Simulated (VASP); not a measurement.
Here is a VASP 6.6.1 calculation.

Contents of INCAR:

```
PREC = Accurate ; ENCUT = 520
EDIFF = 1E-7 ; ISMEAR = 0
SIGMA = 0.02 ; LREAL = F
LASPH = T ; NELM = 100
ALGO = Normal ; ISIF = 2
LWAVE = F ; LCHARG = T
GGA = CA ; LELF = T
LVHAR = T ; NBANDS = 28
```

KPOINTS

```
regular mesh
0
Gamma
  5 5 5
```

POSCAR

```
TaAgO3
1.0
    3.9993700000      0.0000000000      0.0000000000
    0.0000000000      3.9993700000      0.0000000000
    0.0000000000      0.0000000000      3.9193826000
Ta Ag O
1 1 3
Direct
    0.0000000000      0.0000000000      0.0000000000
    0.5000000000      0.5000000000      0.5000000000
    0.0000000000      0.0000000000      0.5000000000
    0.0000000000      0.5000000000      0.0000000000
    0.5000000000      0.0000000000      0.0000000000
```

Potentials or basis: VASP PAW LDA potentials, release 64 (Ta_pv, Ag, O).

Run with:

```bash
$ cat potpaw_LDA.64/Ta_pv/POTCAR potpaw_LDA.64/Ag/POTCAR potpaw_LDA.64/O/POTCAR > POTCAR
$ mpirun -np 1 vasp_std > vasp.out
```

Question: What does it give for the band gap on the k mesh?

Answer: 1.63 eV, indirect (least direct gap 2.11 eV).

Question: Estimate the pressure.

Answer: -7.7 GPa.

Stress tensor (GPa, compression positive):
```
-9.93  0.00  0.00
 0.00 -9.93  0.00
 0.00  0.00 -3.11
```

Caveat: spin-orbit coupling is left out, which moves the levels of the heavy elements. A k mesh can miss the band edges.
